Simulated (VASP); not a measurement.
Here is a VASP 6.6.1 calculation.

File INCAR:

```
SYSTEM = GaP4
ALGO = Normal
EDIFF = 1E-7
ENCUT = 520
GGA = PE
ISIF = 2
ISMEAR = 0
LASPH = .TRUE.
LCHARG = .FALSE.
LREAL = .FALSE.
LWAVE = .FALSE.
NBANDS = 44
NELM = 60
PREC = Accurate
SIGMA = 0.1
```

KPOINTS

```
k-points
0
G
  4 4 4
  0 0 0
```

Contents of POSCAR:

```
GaP4
1.0
    9.0036798475      0.0000000000      0.0000000000
    0.0000000000      9.0036798475      0.0000000000
    0.0000000000      0.0000000000      9.0036798475
Ga P
2 8
Direct
    0.0000000000      0.0000000000      0.0000000000
    0.5000000000      0.5000000000      0.5000000000
    0.3119707835      0.3119707835      0.3119707835
    0.6880292165      0.6880292165      0.3119707835
    0.6880292165      0.3119707835      0.6880292165
    0.3119707835      0.6880292165      0.6880292165
    0.8119707835      0.8119707835      0.1880292165
    0.1880292165      0.1880292165      0.1880292165
    0.8119707835      0.1880292165      0.8119707835
    0.1880292165      0.8119707835      0.8119707835
```

Potentials or basis: VASP PAW PBE potentials, release 64 (Ga_d, P).

Launch:

```sh
$ cat potpaw_PBE.64/Ga_d/POTCAR potpaw_PBE.64/P/POTCAR > POTCAR
$ mpirun -np 1 vasp_std > vasp.out
```

(1) Predict the largest force.

(2) Estimate the pressure.

(3) What does it give for the band gap on the k mesh?

## Answers

(1) 0.033 eV/Å.

(2) 0.0 GPa.

(3) zero (bands 33 and 34 overlap by 0.16 eV).

Caveat: semilocal functionals underestimate gaps, so a narrow gap can read as zero.
